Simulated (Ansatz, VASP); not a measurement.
# One calculation of Si3Sn, two programs

```xyz
4
Lattice="2.9695 0.0000 0.0000 -1.4848 2.5717 0.0000 0.0000 0.0000 9.6454" Properties=species:S:1:pos:R:3 pbc="T T T"
Si    0.0000    1.7145    7.2341
Si    0.0000    1.7145    2.4114
Si    1.4848    0.8572    4.8227
Sn    1.4848    0.8572    0.0000
```

Alike in both runs: task relaxation of cell and atoms; functional PBE; k mesh 6 × 6 × 2; occupations gaussian, width 0.1 eV; no spin polarisation.

|  | VASP | Ansatz |
| --- | --- | --- |
| version | VASP 6.6.1 | Ansatz 0.2.0 |
| potentials or method | VASP PAW PBE potentials, release 64 (Si, Sn_d), cutoff 600 eV | scalar-relativistic, plane waves, PAW |
| valence electrons in the cell | 26 | 26 |

|  | VASP | Ansatz | Ansatz less VASP |
| --- | --- | --- | --- |
| gap on the k mesh at the Fermi level, each at its own relaxed structure (eV) | none | none | - |
| relaxed volume (Å³/atom) | 19.93 | 18.48 | -1.452 |
| relaxed cell length with the largest relative difference (Å) | 7.017 | 9.152 | +2.1353 |

A gap of «none» marks a metal or a gap that the smearing closes. One of these differences is far larger than is usual between the two programs; its cause wasn't traced.

The k mesh is coarse, so the values compare programs but aren't converged.
